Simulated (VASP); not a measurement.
Write the native input for VASP 6.6.1 that does the following.

```yaml
Task: density of states
Functional: PBEsol
Potentials_or_basis: VASP PAW PBE potentials, release 64 (Hg, Te)
Cutoff: 520 eV
k_mesh: 12 × 12 × 12
Occupations: fermi-dirac, width 0.08 eV
Spin: no spin polarisation
Dipole_correction: no
k_mesh_for_the_DOS: 18 × 18 × 18
Occupations_for_the_DOS: tetrahedron
Further_INCAR_settings: ALGO = Normal; EDIFF = 1e-07; NBANDS = 16
```

The system is HgTe.

```xyz
2
Lattice="0.0000 2.9215 2.9215 2.9215 0.0000 2.9215 2.9215 2.9215 0.0000" Properties=species:S:1:pos:R:3 pbc="T T T"
Hg    0.0000    0.0000    0.0000
Te    2.9215    2.9215    2.9215
```

One way to write it, as run:

POSCAR

```
HgTe
1.0
    0.0000000000      2.9215000000      2.9215000000
    2.9215000000      0.0000000000      2.9215000000
    2.9215000000      2.9215000000      0.0000000000
Hg Te
1 1
Direct
    0.0000000000      0.0000000000      0.0000000000
    0.5000000000      0.5000000000      0.5000000000
```

INCAR.step1

```
ALGO = Normal
EDIFF = 1E-7
ENCUT = 520
GGA = PS
ISIF = 2
ISMEAR = -1
LASPH = True
LCHARG = True
LREAL = False
LWAVE = False
NBANDS = 16
NELM = 60
PREC = Accurate
SIGMA = 0.08
```

KPOINTS.step1

```
k-points
0
Gamma
  12 12 12
```

INCAR.step2

```
ALGO = Normal
EDIFF = 1E-7
ENCUT = 520
GGA = PS
ICHARG = 11
ISIF = 2
ISMEAR = -5
LASPH = True
LCHARG = False
LORBIT = 11
LREAL = False
LWAVE = False
NBANDS = 16
NEDOS = 2001
NELM = 60
PREC = Accurate
SIGMA = 0.08
```

KPOINTS.step2

```
k-points
0
Gamma
  18 18 18
```

Potentials or basis: VASP PAW PBE potentials, release 64 (Hg, Te).

Launch:

```bash
$ cat potpaw_PBE.64/Hg/POTCAR potpaw_PBE.64/Te/POTCAR > POTCAR
$ cp INCAR.step1 INCAR
$ cp KPOINTS.step1 KPOINTS
$ mpirun -np 1 vasp_std > vasp.out
$ cp INCAR.step2 INCAR
$ cp KPOINTS.step2 KPOINTS
$ mpirun -np 1 vasp_std > vasp.out
```

Results of the run:

- Valence electrons inside the program's atomic spheres: Hg 10.53; Te 3.36

Caveat: spin-orbit coupling is left out, which moves the levels of the heavy elements.

Run time: 110 s on 1 thread of Intel(R) Xeon(R) Platinum 8488C (Sapphire Rapids), on a shared host, peak memory 0.29 GiB.
